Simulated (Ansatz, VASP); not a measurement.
# Two plane-wave programs on InAs

```
In As
1.0
     0.00000    2.87730    2.87730
     2.87730    0.00000    2.87730
     2.87730    2.87730    0.00000
In As
1 1
Direct
  0.50000 0.50000 0.50000
  0.00000 0.00000 0.00000
```

Alike in both runs: task single point; functional PBE; k mesh 4 × 4 × 4; occupations gaussian, width 0.1 eV; no spin polarisation.

```csv
,VASP,Ansatz
version,VASP 6.6.1,Ansatz 0.2.0
potentials or method,"VASP PAW PBE potentials, release 64 (In_d, As), cutoff 520 eV","scalar-relativistic, plane waves, PAW"
valence electrons in the cell,18,28
```

VASP gave:

* gap on the k mesh at the Fermi level (eV): none
* pressure (GPa): 0.8

Task: Estimate Ansatz's values.

Result: gap on the k mesh at the Fermi level (eV): none; pressure (GPa): 0.7.

A gap of «none» marks a metal or a gap that the smearing closes. With one functional, cell and mesh, what is left measures potentials, basis and numerics. VASP's potentials hold 18 valence electrons a cell and Ansatz's 28, so a difference there can come from the potentials and not from the codes.

The k mesh is coarse, so the values compare programs but aren't converged.
